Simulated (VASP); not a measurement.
A run of VASP 6.6.1 is set up as follows.

Contents of INCAR:

```
  PREC = Accurate
  ENCUT = 520
  EDIFF = 1E-6
  ISMEAR = 0
  SIGMA = 0.15
  LREAL = F
  LASPH = T
  NELM = 100
  ALGO = Normal
  ISIF = 2
  LWAVE = F
  LCHARG = T
  GGA = PE
  LELF = T
  LVHAR = T
  NBANDS = 15
```

KPOINTS

```
regular mesh
0
Gamma
  20 20 20
```

Contents of POSCAR:

```
TaN
1.0
    0.0000000000      2.1790000000      2.1790000000
    2.1790000000      0.0000000000      2.1790000000
    2.1790000000      2.1790000000      0.0000000000
Ta N
1 1
Direct
    0.5000000000      0.5000000000      0.5000000000
    0.0000000000      0.0000000000      0.0000000000
```

Potentials or basis: VASP PAW PBE potentials, release 64 (Ta_pv, N).

Launch:

```bash
$ cat potpaw_PBE.64/Ta_pv/POTCAR potpaw_PBE.64/N/POTCAR > POTCAR
$ mpirun -np 1 vasp_std > vasp.out
```

Task: Predict the band gap on the k mesh.

Result: Zero (band 8 reaches 11.85 eV, above the bottom of band 9 at 7.68 eV).

Task: Predict the pressure.

Result: 15.5 GPa.

Caveat: spin-orbit coupling is left out, which moves the levels of the heavy elements.
